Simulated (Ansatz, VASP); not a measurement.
# One calculation of Al, two programs

```
Al
1.0
     1.46024    2.52922    0.00000
    -2.92049    0.00000    0.00000
     0.00000    0.00000   24.20524
Al
3
Direct
  0.66667 0.33333 0.54572
  0.33333 0.66667 0.64097
  0.00000 0.00000 0.73836
```

Alike in both runs: task single point; functional PBE; k mesh 15 × 15 × 1; occupations methfessel-paxton of order 1, width 0.1 eV; no spin polarisation.

```csv
,VASP,Ansatz
version,VASP 6.6.1,Ansatz 0.2.0
potentials or method,"VASP PAW PBE potentials, release 64 (Al), cutoff 400 eV","scalar-relativistic, plane waves, PAW"
valence electrons in the cell,9,9
```

|  | VASP | Ansatz | Ansatz less VASP |
| --- | --- | --- | --- |
| gap on the k mesh at the Fermi level (eV) | none | none | - |
| rms of the force components (eV/Å) | 0.061 | 0.061 | -0.0001 |

Atom by atom the forces differ by 0.000 eV/Å (rms over components). A gap of «none» marks a metal or a gap that the smearing closes. The functional is the same, so the differences come from potentials, cutoffs and numerics. Ansatz's warnings: xc potential rough in thin density.
